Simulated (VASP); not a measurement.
# Ta: single point with PBE

Crystal: Ta.

```
Ta
1.0
    -1.66005    1.66005    1.66005
     1.66005   -1.66005    1.66005
     3.32010    3.32010    0.00000
Ta
2
Direct
  0.00000 0.00000 0.00000
  0.50000 0.50000 0.50000
```

* Program: VASP 6.6.1
* Task: single point
* Functional: PBE
* Potentials or basis: VASP PAW PBE potentials, release 64 (Ta_pv)
* Cutoff: 520 eV
* k mesh: 13 × 13 × 8
* Occupations: fermi-dirac, width 0.1 eV
* Spin: no spin polarisation

```json
{"Pressure": "0.3 GPa", "Band gap on the k mesh": "zero (band 11 reaches 6.75 eV, above the bottom of band 12 at 4.04 eV)"}
```

Levels at points of the mesh, in eV from the Fermi level:
```tsv
k point	band 9	band 10	band 11	band 12	band 13	band 14
(0.00, 0.00, 0.00)	-1.50	0.73	0.73	0.73	1.51	3.82
(0.00, 0.00, 0.50)	-0.53	-0.53	-0.08	-0.08	3.27	3.27
```

Wall time 2.6 min on 1 thread of Intel Xeon 8259CL (shared host), peak memory 0.26 GiB.

Caveat: spin-orbit coupling is left out, which moves the levels of the heavy elements.
